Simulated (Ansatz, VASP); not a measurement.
## Two plane-wave programs on V

The input INCAR:

```
SYSTEM = V
PREC = Accurate
ENCUT = 520
EDIFF = 1E-6
ISMEAR = -1
SIGMA = 0.1
LREAL = .FALSE.
LASPH = .TRUE.
NELM = 60
ALGO = Normal
ISIF = 2
LWAVE = .FALSE.
LCHARG = .TRUE.
LELF = .TRUE.
LVHAR = .TRUE.
NBANDS = 12
```

Contents of KPOINTS:

```
regular mesh
0
G
  16 16 16
  0 0 0
```

The input POSCAR:

```
V
1.0
    0.0000000000      1.9373507602      1.9373507602
    1.9373507602      0.0000000000      1.9373507602
    1.9373507602      1.9373507602      0.0000000000
V
1
Direct
    0.0000000000      0.0000000000      0.0000000000
```

Input for Ansatz:

```yaml
crystal:
  lattice:
    - [0.0, 1.9373507602, 1.9373507602]
    - [1.9373507602, 0.0, 1.9373507602]
    - [1.9373507602, 1.9373507602, 0.0]
  atoms:
    - { symbol: V, position: [0.0, 0.0, 0.0] }
hamiltonian:
  xc: lda
  pseudopotentials:
    kind: paw
    azcp:
      V: "pseudopotentials/V.paw.azcp"
basis:
  ecutwfc: 420
  fft_grid_basis: typed
kpoints:
  mp_grid: { grid: [16, 16, 16], shift: [0, 0, 0] }
magnetization:
  spin_polarized: false
scf:
  occupations: { method: fermi_dirac, width: 0.1 }
  lower_state_search: "off"
output:
  stress: true
```

Alike in both runs: task single point; functional LDA; k mesh 16 × 16 × 16; occupations fermi-dirac, width 0.1 eV; no spin polarisation.

|  | VASP | Ansatz |
| --- | --- | --- |
| version | VASP 6.6.1 | Ansatz 0.2.0 |
| potentials or method | VASP PAW LDA potentials, release 64 (V_sv), cutoff 520 eV | plane waves (420 eV) with PAW, scalar-relativistic |
| valence electrons in the cell | 13 | 13 |

VASP gave:

```
pressure (GPa) : -18.1
```

What did Ansatz give for the same quantities?

Pressure (GPa): -18.3.

Ansatz warns that its potentials were made for another functional, while VASP's fit it. LDA's correlation is that of Perdew and Zunger in VASP and of Perdew and Wang (1992) in Ansatz.
